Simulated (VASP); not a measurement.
# SiO2 (P4_2/mnm) in VASP: notebook, part 2 of 2

VASP 6.6.1. Earlier steps stand in the parts before.

## 5. Single point, LDA (volume 8.638 Å^3 an atom, c/a of the conventional cell 0.5339)

INCAR

```
  PREC = Accurate
  ENCUT = 520
  EDIFF = 1E-6
  ISMEAR = 0
  SIGMA = 0.05
  LREAL = F
  LASPH = T
  NELM = 100
  ALGO = Normal
  ISIF = 2
  LWAVE = F
  LCHARG = F
  GGA = CA
  NBANDS = 25
```

KPOINTS

```
Automatic mesh
0
Gamma
  6 6 10
```

POSCAR

```
SiO2
1.0
    4.5958746646      0.0000000000      0.0000000000
    0.0000000000      4.5958746646      0.0000000000
    0.0000000000      0.0000000000      2.4537374834
Si O
2 4
Direct
    0.5000000000      0.5000000000      0.5000000000
    0.0000000000      0.0000000000      0.0000000000
    0.6944252994      0.6944252994      0.0000000000
    0.1944252994      0.8055747006      0.5000000000
    0.3055747006      0.3055747006      0.0000000000
    0.8055747006      0.1944252994      0.5000000000
```

Potentials or basis: VASP PAW LDA potentials, release 64 (Si, O).

The run is started by

```bash
> cat potpaw_LDA.64/Si/POTCAR potpaw_LDA.64/O/POTCAR > POTCAR
> mpirun -np 1 vasp_std > vasp.out
```

OUTCAR:

```text
PREC = Accurate
   ENCUT = 520
   EDIFF = 1E-6
   ISMEAR = 0
   LREAL = F
   LASPH = T
   NELM = 100
   ISIF = 2
   GGA = CA

 ion  position               nearest neighbor table
   1  0.500  0.500  0.500-   3 1.76   5 1.76   3 1.76   5 1.76   4 1.99   6 1.99
   2  0.000  0.000  0.000-   4 1.76   6 1.76   4 1.76   6 1.76   5 1.99   3 1.99
   3  0.694  0.694  0.000-   1 1.76   1 1.76   2 1.99
   4  0.194  0.806  0.500-   2 1.76   2 1.76   1 1.99
   5  0.306  0.306  0.000-   1 1.76   1 1.76   2 1.99
   6  0.806  0.194  0.500-   2 1.76   2 1.76   1 1.99

  LATTYP: Found a simple tetragonal cell.
 ALAT       =     4.5958746646
 C/A-ratio  =     0.5339000000

  Lattice vectors:

 A1 = (   4.5958746646,   0.0000000000,   0.0000000000)
 A2 = (   0.0000000000,   4.5958746646,   0.0000000000)
 A3 = (   0.0000000000,   0.0000000000,   2.4537374834)

Analysis of symmetry for initial positions (statically):
=====================================================================
 Subroutine PRICEL returns:
 Original cell was already a primitive cell.

 Routine SETGRP: Setting up the symmetry group for a
[... 175 lines left out ...]
  free energy    TOTEN  =       -50.07140561 eV

  energy without entropy =      -50.07140561  energy(sigma->0) =      -50.07140561

 E-fermi :   6.4650     XC(G=0): -12.1332

 val. band max:        6.1702233344   @ k =   0.0000   0.0000   0.0000
 cond. band min:      10.0856439563   @ k =   0.0000   0.0000   0.0000
 fundamental gap:      3.9154206219
 Fermi energy:         6.4649965248

 k-point     1 :       0.0000    0.0000    0.0000
  band No.  band energies     occupation
      1     -15.0583      2.00000
      2     -12.3077      2.00000
      3     -12.1984      2.00000
      4     -12.1984      2.00000
      5      -3.9935      2.00000
      6      -0.2320      2.00000
[... 661 lines left out ...]
     24      19.4185      0.00000
     25      20.3389      0.00000

 [... further k-points ...]
[... 5 lines left out ...]
  --------------------------------------------------------------------------------------
  -------------------------------------------------------------------------------------
  Total      -14.3115318    -14.3115318     11.0897282      0.0000000      0.0000000      0.0000000
  in kB     -442.4174555   -442.4174555    342.8206971      0.0000000      0.0000000      0.0000000
  external PRESSURE =    -180.6714046 kB  Pullay stress =       0.0000000 kB

 VOLUME and BASIS-vectors are now :
 -----------------------------------------------------------------------------
  energy-cutoff  :      520.00
  volume of cell :       51.83
      direct lattice vectors                 reciprocal lattice vectors
     4.595874665  0.000000000  0.000000000     0.217586438  0.000000000  0.000000000
     0.000000000  4.595874665  0.000000000     0.000000000  0.217586438  0.000000000
     0.000000000  0.000000000  2.453737483     0.000000000  0.000000000  0.407541559

 POSITION                                       TOTAL-FORCE (eV/Angst)
 -----------------------------------------------------------------------------------
      2.29794      2.29794      1.22687         0.000000      0.000000      0.000000
      0.00000      0.00000      0.00000         0.000000      0.000000      0.000000
      3.19149      3.19149      0.00000        -1.724974     -1.724974     -0.000000
      0.89355      3.70232      1.22687        -1.724974      1.724974      0.000000
      1.40438      1.40438      0.00000         1.724974      1.724974      0.000000
      3.70232      0.89355      1.22687         1.724974     -1.724974     -0.000000
 -----------------------------------------------------------------------------------
    total drift:                                0.000000     -0.000000     -0.000000

  FREE ENERGIE OF THE ION-ELECTRON SYSTEM (eV)
  ---------------------------------------------------
  free  energy   TOTEN  =       -50.0714056055 eV

  energy  without entropy=      -50.0714056055  energy(sigma->0) =      -50.07140561
```

OSZICAR:

```text
N       E                     dE             d eps       ncg     rms          rms(c)
DAV:   1     0.126156993605E+03    0.12616E+03   -0.17344E+04  3016   0.122E+03
DAV:   2    -0.477439356117E+02   -0.17390E+03   -0.16668E+03  3776   0.271E+02
DAV:   3    -0.547400527246E+02   -0.69961E+01   -0.69624E+01  4047   0.523E+01
DAV:   4    -0.547902236007E+02   -0.50171E-01   -0.50152E-01  3432   0.512E+00
DAV:   5    -0.547906788461E+02   -0.45525E-03   -0.45520E-03  3986   0.467E-01    0.166E+01
DAV:   6    -0.501719731773E+02    0.46187E+01   -0.12805E+01  3559   0.240E+01    0.780E+00
DAV:   7    -0.501198425691E+02    0.52131E-01   -0.61043E-01  3763   0.475E+00    0.291E+00
DAV:   8    -0.500778880464E+02    0.41955E-01   -0.32731E-02  3612   0.151E+00    0.977E-01
DAV:   9    -0.500714041256E+02    0.64839E-02   -0.63295E-03  3766   0.648E-01    0.220E-01
DAV:  10    -0.500714167406E+02   -0.12615E-04   -0.50446E-04  3732   0.162E-01    0.640E-02
DAV:  11    -0.500714065639E+02    0.10177E-04   -0.39825E-05  3830   0.466E-02    0.287E-02
DAV:  12    -0.500714055482E+02    0.10157E-05   -0.43326E-06  3654   0.156E-02    0.780E-03
DAV:  13    -0.500714056055E+02   -0.57322E-07   -0.45285E-07  2185   0.445E-03
   1 F= -.50071406E+02 E0= -.50071406E+02  d E =-.643112E-19
```

stdout:

```text
POSCAR found type information on POSCAR SiO
 POSCAR found :  2 types and       6 ions
 scaLAPACK will be used
 LDA part: xc-table for (Slater(with rela. corr.)+CA(PZ))
 , standard interpolation
 POSCAR, INCAR and KPOINTS ok, starting setup
 FFT: planning ... GRIDC
 FFT: planning ... GRID_SOFT
 FFT: planning ... GRID
 WAVECAR not read
 entering main loop
```

Run time: 33 s. Hardware: 1 thread of AMD EPYC 9R45 (Zen 5), shared host; peak memory 0.14 GiB.

What came out:

```
Free energy            : -50.0714 eV
Pressure               : -18.1 GPa
Largest force          : 2.439 eV/Å
Band gap on the k mesh : 3.92 eV, direct
```

Forces in eV/Å, atoms in the order of the input:
```
Si   0.000  0.000  0.000
Si   0.000  0.000  0.000
O   -1.725 -1.725  0.000
O   -1.725  1.725  0.000
O    1.725  1.725  0.000
O    1.725 -1.725  0.000
```

Caveat: forces of over 1 eV/Å act on the atoms, so gaps and moduli don't describe the material at rest. A k mesh can miss the band edges.

## 6. Summary

| cell | gap on the mesh (eV) | pressure (GPa) | largest force (eV/Å) |
| --- | --- | --- | --- |
| a = 4.273, b = 4.273, c = 2.838 Å, 6 atoms | 3.63 | -31.8 | 0.32 |
| a = 4.378, b = 4.378, c = 2.704 Å, 6 atoms | 3.87 | -29.3 | 1.00 |
| a = 4.171, b = 4.171, c = 2.980 Å, 6 atoms | 3.38 | -32.3 | 0.31 |
| a = 4.596, b = 4.596, c = 2.454 Å, 6 atoms | 3.92 | -18.1 | 2.44 |

Alike in all rows: task single point; level LDA; potentials or basis VASP PAW LDA potentials, release 64 (Si, O); no spin polarisation; k mesh 6 × 6 × 10; cutoff (eV) 520; smearing gaussian 0.05 eV.

Caveats: forces of over 1 eV/Å act on the atoms, so gaps and moduli don't describe the material at rest (some runs).

Total energies depend on the potentials used, so only differences within one code and one set of settings carry meaning.
